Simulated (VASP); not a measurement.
# Ir12F: single point with PBE

Ir12F, a slab with vacuum:

```
Ir F
1.0
     5.43058    0.00000    0.00000
     2.71529    4.70302    0.00000
     0.00000    0.00000   16.43405
Ir F
12 1
Direct
  0.16667 0.16667 0.06085
  0.66667 0.16667 0.06085
  0.16667 0.66667 0.06085
  0.66667 0.66667 0.06085
  0.83740 0.33505 0.19340
  0.33957 0.33638 0.19574
  0.83803 0.83473 0.19329
  0.33870 0.83371 0.19398
  0.00720 0.99961 0.32557
  0.50674 0.00430 0.32550
  0.00993 0.50202 0.32560
  0.51044 0.50224 0.33071
  0.58167 0.52139 0.44803
```

| Item | Value |
| --- | --- |
| Program | VASP 6.6.1 |
| Task | single point |
| Functional | PBE |
| Potentials or basis | VASP PAW PBE potentials, release 64 (Ir, F) |
| Cutoff | 520 eV |
| k mesh | 4 × 4 × 1 |
| Occupations | gaussian, width 0.1 eV |
| Spin | no spin polarisation |

* Largest force: 0.327 eV/Å
* Band gap on the k mesh: zero (an odd number of electrons rules out a gap without spin polarisation)

Forces on the atoms (eV/Å):
```
Ir   0.031  0.000 -0.275
Ir   0.012  0.234  0.027
Ir   0.262 -0.137  0.007
Ir  -0.087 -0.055  0.009
Ir   0.007  0.002  0.024
Ir   0.004 -0.005 -0.026
Ir   0.004 -0.003 -0.005
Ir   0.004  0.000  0.002
Ir   0.010  0.011  0.042
Ir   0.008 -0.003  0.042
Ir   0.009  0.003  0.038
Ir  -0.029 -0.004 -0.110
F   -0.235 -0.043  0.223
```

Levels at points of the mesh, in eV from the Fermi level:
```csv
k point,band 54,band 55,band 56,band 57,band 58,band 59,band 60,band 61
"(0.00, 0.00, 0.00)",0.42,0.44,0.49,0.60,0.68,0.85,0.95,0.96
"(0.50, 0.00, 0.00)",-1.17,-1.00,-0.92,-0.47,-0.40,-0.36,-0.32,-0.30
"(0.50, 0.50, 0.00)",-1.17,-1.00,-0.92,-0.46,-0.44,-0.38,-0.35,-0.33
"(0.00, 0.50, 0.00)",-1.17,-1.00,-0.92,-0.48,-0.43,-0.38,-0.32,-0.31
```

Run time: 14 min on 1 thread of Intel(R) Xeon(R) Platinum 8259CL CPU @ 2.50GHz (Skylake/Cascade Lake), on a shared host, peak memory 0.61 GiB.

Caveat: there is no dipole correction, which matters where the two faces differ; spin-orbit coupling is left out, which moves the levels of the heavy elements.
